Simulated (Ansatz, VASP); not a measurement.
## One calculation of InSe, two programs

```
In Se
1.0
     1.94426    1.12252    8.17632
    -1.94426    1.12252    8.17632
     0.00000   -2.24503    8.17632
In Se
2 2
Direct
  0.00119 0.00119 0.00119
  0.11100 0.11100 0.11100
  0.61735 0.61735 0.61735
  0.82816 0.82816 0.82816
```

Change from the starting cell: strain -0.030 along x and y, -0.030 along z, atoms carried along.

Alike in both runs: task single point; functional PBEsol; k mesh 12 × 12 × 12; occupations gaussian, width 0.03 eV; no spin polarisation.

```csv
,VASP,Ansatz
version,VASP 6.6.1,Ansatz 0.2.0
potentials or method,"VASP PAW PBE potentials, release 64 (In_d, Se), cutoff 520 eV","scalar-relativistic, plane waves, PAW"
valence electrons in the cell,38,58
```

```csv
,VASP,Ansatz,Ansatz less VASP
gap on the k mesh at the Fermi level (eV),0.61,0.63,+0.013
least direct gap on the mesh (eV),0.61,0.63,+0.013
pressure (GPa),5.8,5.7,-0.09
"traceless stress, the component that is largest in VASP (GPa)",-0.25,-0.23,+0.019
rms of the force components (eV/Å),0.359,0.345,-0.0133
```

VASP's potentials were made for PBE, not for PBEsol. Atom by atom the forces differ by 0.014 eV/Å (rms over components). VASP's potentials hold 38 valence electrons a cell and Ansatz's 58, so a difference there can come from the potentials and not from the codes.
